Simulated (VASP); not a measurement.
# Ta in VASP: a series of runs

Runs on Ta. Level: PBE. Tasks: single point, relaxation of cell and atoms.

All numbers are computed with VASP 6.6.1; they aren't measurements. Logs are shortened: lines on timing, memory, paths and dates and some standing lists are left out, and cuts for length are marked.

## 1. The cell of the first run

The typed cell holds 1 atom: a = 2.865 Å, b = 2.865 Å, c = 2.865 Å, α = 109.46°, β = 109.46°, γ = 109.49°.

The cell was generated, and may not be a known phase.

## 2. Single point, PBE

Input file INCAR:

```
SYSTEM = Ta
PREC = Accurate
ENCUT = 520
EDIFF = 1E-7
ISMEAR = 0
SIGMA = 0.1
LREAL = .False.
LASPH = .True.
NELM = 60
ALGO = Normal
ISIF = 2
LWAVE = .False.
LCHARG = .True.
GGA = PE
LELF = .True.
LVHAR = .True.
NBANDS = 12
```

Input file KPOINTS:

```
Automatic mesh
0
Gamma
  8 8 8
  0 0 0
```

Input file POSCAR:

```
Ta
1.0
   -1.6541756522      1.6541756522      1.6536989761
    1.6541756522     -1.6541756522      1.6536989761
    1.6541756522      1.6541756522     -1.6536989761
Ta
1
Direct
    0.5000000000      0.5000000000      0.0000000000
```

Potentials or basis: VASP PAW PBE potentials, release 64 (Ta_pv).

Started as:

```bash
> cat potpaw_PBE.64/Ta_pv/POTCAR > POTCAR
> mpirun -np 1 vasp_std > vasp.out
```

OUTCAR:

```text
SYSTEM = Ta
   PREC = Accurate
   ENCUT = 520
   EDIFF = 1E-7
   ISMEAR = 0
   LREAL = .False.
   LASPH = .True.
   NELM = 60
   ISIF = 2
   GGA = PE

 ion  position               nearest neighbor table
   1  0.500  0.500  0.000-

  LATTYP: Found a body centered tetragonal cell.
 ALAT       =     3.3083513044
 C/A-ratio  =     0.9997118347

  Lattice vectors:

 A1 = (  -1.6541756522,   1.6541756522,   1.6536989761)
 A2 = (   1.6541756522,  -1.6541756522,   1.6536989761)
 A3 = (   1.6541756522,   1.6541756522,  -1.6536989761)

Analysis of symmetry for initial positions (statically):
=====================================================================
 Subroutine PRICEL returns:
 Original cell was already a primitive cell.

 Routine SETGRP: Setting up the symmetry group for a
 body centered tetragonal supercell.

 Subroutine GETGRP returns: Found 16 space group operations
 (whereof 16 operations were pure point group operations)
 out of a pool of 16 trial point group operations.

The static configuration has the point symmetry D_4h.

Analysis of symmetry for dynamics (positions and initial velocities):
=====================================================================
 Subroutine PRICEL returns:
 Original cell was already a primitive cell.

 Routine SETGRP: Setting up the symmetry group for a
 body centered tetragonal supercell.

 Subroutine GETGRP returns: Found 16 space group operations
 (whereof 16 operations were pure point group operations)
 out of a pool of 16 trial point group operations.

The dynamic configuration has the point symmetry D_4h.

 Subroutine INISYM returns: Found 16 space group operations
 (whereof 16 operations are pure point group operations),
 and found     1 'primitive' translations

----------------------------------------------------------------------------------------

                                     Primitive cell

  volume of cell :      18.1000

  direct lattice vectors                    reciprocal lattice vectors
    -1.654175652  1.654175652  1.653698976     0.000000000  0.302265361  0.302352488
     1.654175652 -1.654175652  1.653698976     0.302265361  0.000000000  0.302352488
     1.654175652  1.654175652 -1.653698976     0.302265361  0.302265361  0.000000000

  length of vectors
     2.864841092  2.864841092  2.864841092     0.427529385  0.427529385  0.427467772

  position of ions in fractional coordinates (direct lattice)
     0.500000000  0.500000000  0.000000000

  ion indices of the primitive-cell ions
   primitive index   ion index
                 1           1

----------------------------------------------------------------------------------------

 KPOINTS: Automatic mesh

Automatic generation of k-mesh.
 Grid dimensions read from file:
 generate k-points for:    8    8    8

 Generating k-lattice:

  Cartesian coordinates                     Fractional coordinates (reciprocal lattice)
     0.000000000  0.037783170  0.037794061     0.125000000  0.000000000  0.000000000
     0.037783170  0.000000000  0.037794061     0.000000000  0.125000000  0.000000000
     0.037783170  0.037783170  0.000000000     0.000000000  0.000000000  0.125000000

  Length of vectors
     0.053441173  0.053441173  0.053433472

  Shift w.r.t. Gamma in fractional coordinates (k-lattice)
     0.000000000  0.000000000  0.000000000

 Subroutine IBZKPT returns following result:
 ===========================================

 Found     59 irreducible k-points:

 Following reciprocal coordinates:
            Coordinates               Weight
  0.000000  0.000000  0.000000      1.000000
  0.125000  0.000000  0.000000      8.000000
  0.250000  0.000000  0.000000      8.000000
  0.375000  0.000000  0.000000      8.000000
  0.500000  0.000000  0.000000      4.000000
  0.125000  0.125000  0.000000      8.000000
[... 16 lines left out ...]
  0.250000  0.125000  0.125000     16.000000
  0.375000  0.125000  0.125000      8.000000
 [... further k-points ...]
   k-points           NKPTS =     59   k-points in BZ     NKDIM =     59   number of bands    NBANDS=     12
   number of dos      NEDOS =    301   number of ions     NIONS =      1
   total plane-waves  NPLWV =  13824
   dimension x,y,z NGX =    24 NGY =   24 NGZ =   24
   dimension x,y,z NGXF=    48 NGYF=   48 NGZF=   48
   ions per type =               1
   NGX,Y,Z   is equivalent  to a cutoff of  13.93, 13.93, 13.93 a.u.
   NGXF,Y,Z  is equivalent  to a cutoff of  27.85, 27.85, 27.85 a.u.
 SYSTEM =  Ta
   PREC   = accura    normal or accurate (medium, high low for compatibility)
   ISTART =      0    job   : 0-new  1-cont  2-samecut
   ICHARG =      2    charge: 1-file 2-atom 10-const
   ISPIN  =      1    spin polarized calculation?
   LNONCOLLINEAR =      F non collinear calculations
   LSORBIT =      F    spin-orbit coupling
   LASPH  =      T    aspherical Exc in radial PAW
   ENCUT  =  520.0 eV  38.22 Ry    6.18 a.u.   5.33  5.33  5.33*2*pi/ulx,y,z
   NELM   =     60;   NELMIN=  2; NELMDL= -5     # of ELM steps
   EDIFF  = 0.1E-06   stopping-criterion for ELM
   LREAL  =      F    real-space projection
   EDIFFG = 0.1E-05   stopping-criterion for IOM
   NSW    =      0    number of steps for IOM
   IBRION =     -1    ionic relax: 0-MD 1-quasi-New 2-CG
   NFREE  =      0    steps in history (QN), initial steepest desc. (CG)
   ISIF   =      2    stress and relaxation
   ISYM   =      2    0-nonsym 1-usesym 2-fastsym
   POTIM  = 0.5000    time-step for ionic-motion
   TEBEG  =    0.0;   TEEND  =   0.0 temperature during run
   PSTRESS=    0.0 pullay stress
   NELECT =      11.0000    total number of electrons
   NUPDOWN=      -1.0000    fix difference up-down
   EMIN   =  10.00;   EMAX   =-10.00  energy-range for DOS
   EFERMI =   0.00;   METHOD = LEGACY
   ISMEAR =     0;   SIGMA  =   0.10  broadening in eV -4-tet -1-fermi 0-gaus
   EFERMI_NEDOS =   21; number of points for ismear=-14 and -15
   IALGO  =     38    algorithm
   IMIX   =      4    mixing-type and parameters
     AMIX     =   0.40;   BMIX     =  1.00
     AMIX_MAG =   1.60;   BMIX_MAG =  1.00
  volume/ion in A,a.u.               =      18.10       122.15
  Fermi-wavevector in a.u.,A,eV,Ry     =   1.386689  2.620463 26.162740  1.922907
  Thomas-Fermi vector in A             =   2.510981
   LORBIT       =      0    0 simple, 1 ext, 2 COOP (PROOUT), +10 PAW based schemes
   GGA     = PE    functional components
   LHFCALC =     F    Hartree Fock is set to
   AEXX    =    0.0000 exact exchange contribution
   IVDW    =     0    specifies the selected vdW correction
   LEPSILON=     F    determine dielectric tensor
   LRPA    =     F    only Hartree local field effects (RPA)
 non-spin polarized calculation
 Gauss-broadening in eV      SIGMA  =   0.10
  energy-cutoff  :      520.00
  volume of cell :       18.10
 maximum number of plane-waves:       496
 NGX is ok and might be reduce to    24
   NGX = 11   NGY = 11   NGZ = 11

 number of electron      11.0000002 magnetization

 Free energy of the ion-electron system (eV)
  ---------------------------------------------------
  ext. energy  EPLUGINS =         0.00000000
  ---------------------------------------------------
  free energy    TOTEN  =       -11.83636747 eV

  energy without entropy =      -11.83247777  energy(sigma->0) =      -11.83442262

 E-fermi :   5.4688     XC(G=0): -12.5875

 val. band max:        5.3722356874   @ k =   0.2500   0.0000   0.0000
 cond. band min:       5.5173354142   @ k =  -0.1250  -0.2500   0.1250
 fundamental gap:      0.1450997268
 Fermi energy:         5.4688420660

 k-point     1 :       0.0000    0.0000    0.0000
  band No.  band energies     occupation
      1     -27.6132      2.00000
      2     -27.6132      2.00000
      3     -27.6131      2.00000
      4      -2.4518      2.00000
      5       6.1951      0.00000
      6       6.1988      0.00000
      7       6.1988      0.00000
      8       9.4485      0.00000
      9       9.4535      0.00000
     10      20.1709      0.00000
     11      20.4294      0.00000
     12      20.4294      0.00000

 k-point     2 :       0.1250    0.0000    0.0000
  band No.  band energies     occupation
      1     -27.7957      2.00000
      2     -27.6697      2.00000
      3     -27.6142      2.00000
      4      -1.7789      2.00000
      5       5.7774      0.00001
      6       6.0182      0.00000
      7       6.8709      0.00000
      8       8.9211      0.00000
      9       9.4630      0.00000
     10      20.1702      0.00000
     11      20.9579      0.00000
     12      21.6127      0.00000

 k-point     3 :       0.2500    0.0000    0.0000
  band No.  band energies     occupation
      1     -28.2163      2.00000
      2     -27.8037      2.00000
      3     -27.6167      2.00000
      4      -0.1663      2.00000
      5       4.9155      2.00000
      6       5.3722      1.82813
      7       8.7818      0.00000
      8       8.8704      0.00000
      9       9.6357      0.00000
     10      20.1661      0.00000
     11      20.5951      0.00000
     12      22.1438      0.00000
[... 286 lines left out ...]
 k-point    23 :       0.2500    0.1250    0.1250
  band No.  band energies     occupation
      1     -28.5594      2.00000
      2     -27.9744      2.00000
      3     -27.7802      2.00000
      4       2.3087      2.00000
      5       3.9673      2.00000
      6       4.6072      2.00000
      7       9.7650      0.00000
      8      10.2026      0.00000
      9      13.6406      0.00000
     10      17.1097      0.00000
     11      19.5566      0.00000
     12      20.1789      0.00000

 k-point    24 :       0.3750    0.1250    0.1250
  band No.  band energies     occupation
      1     -28.6027      2.00000
      2     -28.0933      2.00000
      3     -27.7893      2.00000
      4       2.4135      2.00000
      5       3.8125      2.00000
      6       5.7276      0.00025
      7       9.8671      0.00000
      8      10.4390      0.00000
      9      14.8313      0.00000
     10      15.1505      0.00000
     11      18.6732      0.00000
     12      20.1763      0.00000

 [... further k-points ...]

------------------------ aborting loop because EDIFF is reached ----------------------------------------

  FORCE on cell =-STRESS in cart. coord.  units (eV):
  Direction    XX          YY          ZZ          XY          YZ          ZX
  --------------------------------------------------------------------------------------
  -------------------------------------------------------------------------------------
  Total        0.0091583      0.0091583      0.0126311      0.0000000      0.0000000      0.0000000
  in kB        0.8106761      0.8106761      1.1180797      0.0000000      0.0000000      0.0000000
  external PRESSURE =       0.9131439 kB  Pullay stress =       0.0000000 kB

 VOLUME and BASIS-vectors are now :
 -----------------------------------------------------------------------------
  energy-cutoff  :      520.00
  volume of cell :       18.10
      direct lattice vectors                 reciprocal lattice vectors
    -1.654175652  1.654175652  1.653698976     0.000000000  0.302265361  0.302352488
     1.654175652 -1.654175652  1.653698976     0.302265361  0.000000000  0.302352488
     1.654175652  1.654175652 -1.653698976     0.302265361  0.302265361  0.000000000

 POSITION                                       TOTAL-FORCE (eV/Angst)
 -----------------------------------------------------------------------------------
      0.00000      0.00000      1.65370         0.000000      0.000000      0.000000
 -----------------------------------------------------------------------------------
    total drift:                               -0.000000      0.000000      0.000000

  FREE ENERGIE OF THE ION-ELECTRON SYSTEM (eV)
  ---------------------------------------------------
  free  energy   TOTEN  =       -11.8363674681 eV

  energy  without entropy=      -11.8324777731  energy(sigma->0) =      -11.83442262
```

Wall time 7.8 s (1 thread of AMD EPYC 9R45 (Zen 5), shared host); peak memory 0.11 GiB.

Results:

```
Free energy            : -11.8364 eV
Pressure               : 0.1 GPa
Band gap on the k mesh : zero (an odd number of electrons rules out a gap without spin polarisation)
```

Levels at points of the mesh, in eV from the Fermi level:
```csv
k point,band 3,band 4,band 5,band 6,band 7,band 8
"(0.00, 0.00, 0.00)",-33.08,-7.92,0.73,0.73,0.73,3.98
"(0.50, 0.00, 0.00)",-33.09,-4.37,-1.54,1.54,3.86,4.89
"(0.50, 0.50, 0.00)",-33.09,-4.37,-1.53,1.54,3.86,4.88
"(0.50, 0.50, 0.50)",-33.89,-3.79,-3.79,6.80,6.80,6.80
```

Caveat: spin-orbit coupling is left out, which moves the levels of the heavy elements.

[end of part 1 of 2]

The gap in the log of VASP goes by the Fermi energy; the results here count the filled bands.